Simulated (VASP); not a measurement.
Br:

```
Br
1.0
     3.36325   -2.32255    0.00000
     3.36325    2.32255    0.00000
     0.00000    0.00000    8.70230
Br
4
Direct
  0.36510 0.63490 0.39010
  0.13490 0.86510 0.89010
  0.63490 0.36510 0.60990
  0.86510 0.13490 0.10990
```

Base run:

- Program: VASP 6.6.1
- Functional: PBEsol
- Potentials or basis: VASP PAW PBE potentials, release 64 (Br)
- Cutoff: 520 eV
- k mesh: 7 × 7 × 3
- Occupations: gaussian, width 0.01 eV
- Spin: no spin polarisation

Its results: band gap on the k mesh 1.84 eV (least direct gap 1.86 eV); electronic dielectric tensor (diagonal) 2.73, 4.71, 7.59.

Problem. The run is repeated on the same cell with these changes: functional from PBEsol to PBE. What comes out?

Solution. Band gap on the k mesh 1.90 eV (least direct gap 1.92 eV); electronic dielectric tensor (diagonal) 2.67, 4.55, 7.31.

A k mesh can miss the band edges.
